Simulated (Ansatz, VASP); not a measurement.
One calculation of Hf5H, two programs

```
CELL_PARAMETERS angstrom
4.95641 0.00000 0.00000
-2.47821 4.29238 0.00000
0.00000 0.00000 21.13284
ATOMIC_POSITIONS crystal
Hf 0.66667 0.33333 0.18928
Hf 0.33333 0.66667 0.23715
Hf 0.00000 0.00000 0.27634
Hf 0.66667 0.33333 0.31643
Hf 0.33333 0.66667 0.37065
H 0.33333 0.66667 0.52680
```

Alike in both runs: task single point; functional PBE; dispersion D3(BJ); k mesh 6 × 6 × 1; occupations gaussian, width 0.1 eV; no spin polarisation.

|  | VASP | Ansatz |
| --- | --- | --- |
| version | VASP 6.6.1 | Ansatz 0.2.0 |
| potentials or method | VASP PAW PBE potentials, release 64 (Hf_pv, H), cutoff 520 eV | scalar-relativistic, plane waves, PAW |
| valence electrons in the cell | 51 | 131 |

```tsv
	VASP	Ansatz	Ansatz less VASP
gap on the k mesh at the Fermi level (eV)	none	none	-
rms of the force components (eV/Å)	0.508	0.519	+0.0106
work function, face that differs most (eV)	3.29	3.28	-0.002
```

Atom by atom the forces differ by 0.033 eV/Å (rms over components). A gap of «none» marks a metal or a gap that the smearing closes. VASP's potentials hold 51 valence electrons a cell and Ansatz's 131, so a difference there can come from the potentials and not from the codes.

Spin-orbit coupling is off throughout.
